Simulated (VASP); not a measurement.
Write the native input for VASP 6.6.1 that does the following.

| Quantity | Value |
| --- | --- |
| Task | relaxation of cell and atoms |
| Functional | LDA |
| Potentials or basis | VASP PAW LDA potentials, release 64 (Cu, I) |
| Cutoff | 600 eV |
| k mesh | 14 × 14 × 14 |
| Occupations | fermi-dirac, width 0.1 eV |
| Spin | no spin polarisation |
| Dipole correction | no |
| Further INCAR settings | ALGO = Normal; EDIFF = 1e-07; IBRION = 2; EDIFFG = -0.002; NSW = 100; ISIF = 3 |

The structure of CuI lies in POSCAR:

```
CuI
1.0
    0.0000000000      3.0315000000      3.0315000000
    3.0315000000      0.0000000000      3.0315000000
    3.0315000000      3.0315000000      0.0000000000
Cu I
1 1
Direct
    0.7500000000      0.7500000000      0.7500000000
    0.0000000000      0.0000000000      0.0000000000
```

The input as run:

INCAR

```
PREC = Accurate ; ENCUT = 600
EDIFF = 1E-7 ; ISMEAR = -1
SIGMA = 0.1 ; LREAL = F
LASPH = T ; NELM = 120
ALGO = Normal ; ISIF = 3
LWAVE = F ; LCHARG = F
IBRION = 2 ; NSW = 100
EDIFFG = -0.002 ; GGA_COMPAT = F
NELMIN = 4
```

KPOINTS

```
regular mesh
0
Gamma
  14 14 14
```

Potentials or basis: VASP PAW LDA potentials, release 64 (Cu, I).

Launch:

```bash
$ cat potpaw_LDA.64/Cu/POTCAR potpaw_LDA.64/I/POTCAR > POTCAR
$ mpirun -np 1 vasp_std > vasp.out
```

Results of the run:

The relaxed volume is 25.23 Å³/atom. The relaxed cell is a = 4.148 Å, b = 4.148 Å, c = 4.148 Å, α = 60.00°, β = 60.00°, γ = 60.00°. The space group after relaxing (to 0.1 Å) is F-43m (No. 216) and the energy gained by relaxing is 39.4 meV/atom. The ionic steps are 17. The pressure after relaxing is 0.0 GPa. The band gap on the k mesh is 1.28 eV.

Caveat: spin-orbit coupling is left out, which moves the levels of the heavy elements.

Wall time 3.8 min on 1 thread of Intel(R) Xeon(R) 6975P-C (Granite Rapids), on a shared host, peak memory 0.25 GiB.
